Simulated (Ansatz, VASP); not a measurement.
KCl in VASP and in Ansatz

Contents of POSCAR:

```
KCl
1.0
    0.0000000000      3.5072828304      3.5072828304
    3.4196007597      0.0000000000      3.5072828304
    3.4196007597      3.5072828304      0.0000000000
K Cl
1 1
Direct
    0.0000000000      0.0000000000      0.0000000000
    0.2500000000      0.2500000000      0.2500000000
```

Contents of INCAR.step1:

```
PREC     = Accurate       # precision mode
ENCUT    = 520            # plane-wave cutoff, eV
EDIFF    = 1E-5           # SCF threshold, eV
ISMEAR   = 0              # smearing method
SIGMA    = 0.01           # smearing width, eV
LREAL    = False          # projectors in reciprocal space
LASPH    = True           # aspherical terms in the spheres
NELM     = 80             # most SCF steps
ALGO     = Normal         # electronic algorithm
ISIF     = 2              # what is computed and relaxed
LWAVE    = True           # write WAVECAR
GGA      = PE             # functional
NBANDS   = 15             # bands
```

Contents of INCAR.step2:

```
PREC     = Accurate       # precision mode
ENCUT    = 520            # plane-wave cutoff, eV
EDIFF    = 1E-6           # SCF threshold, eV
ISMEAR   = 0              # smearing method
SIGMA    = 0.01           # smearing width, eV
LREAL    = False          # projectors in reciprocal space
LASPH    = True           # aspherical terms in the spheres
NELM     = 80             # most SCF steps
ALGO     = Normal         # electronic algorithm
ISIF     = 2              # what is computed and relaxed
LWAVE    = False          # write WAVECAR
LCHARG   = True           # write CHGCAR
GGA      = PE             # functional
LHFCALC  = True           # exact exchange
HFSCREEN = 0.2079         # screening, 1/A
PRECFOCK = Normal       
LELF     = True           # ELF
LVHAR    = True         
ISTART   = 1            
NBANDS   = 15             # bands
```

The input KPOINTS:

```
Automatic mesh
0
Gamma
  4 4 4
```

Input for Ansatz:

```yaml
crystal:
  lattice:
    - [0.0, 3.5072828304, 3.5072828304]
    - [3.4196007597, 0.0, 3.5072828304]
    - [3.4196007597, 3.5072828304, 0.0]
  atoms:
    - { symbol: K, position: [0.0, 0.0, 0.0] }
    - { symbol: Cl, position: [0.25, 0.25, 0.25] }
kpoints:
  mp_grid: { grid: [4, 4, 4] }
  band_path:
    path:
      - [0.0, 0.0, 0.0]
      - [-0.5, -0.5, 0.0]
      - [-0.375, -0.375, 0.25]
      - [-0.375, 0.0, 0.375]
      - [0.0, 0.0, 0.5]
      - [-0.5, -0.25, 0.25]
      - [0.489583, 0.0, 0.489583]
    npoints: 1
hamiltonian:
  xc: hse06
scf:
  occupations: { method: fixed }
  n_extra_bands: 4
output:
  forces: true
  stress: true
  eigenvalues: true
```

Change from the starting cell: uniaxial_x strain -2.5%.

Alike in both runs: task single point; functional HSE06; k mesh 4 × 4 × 4; no spin polarisation.

|  | VASP | Ansatz |
| --- | --- | --- |
| version | VASP 6.6.1 | Ansatz 0.2.0 |
| potentials or method | VASP PAW PBE potentials, release 64 (K_sv, Cl) | plane waves, PAW |
| plane-wave cutoff (eV) | 520 | 420 |
| occupations | gaussian, width 0.01 eV | fixed |
| valence electrons in the cell | 16 | 16 |

|  | VASP | Ansatz | Ansatz less VASP |
| --- | --- | --- | --- |
| gap on the k mesh at the Fermi level (eV) | 6.07 | 6.07 | +0.001 |
| pressure (GPa) | 0.5 | 0.5 | -0.03 |

Ansatz's warnings: stress exchange threshold loose, stress scf threshold loose.
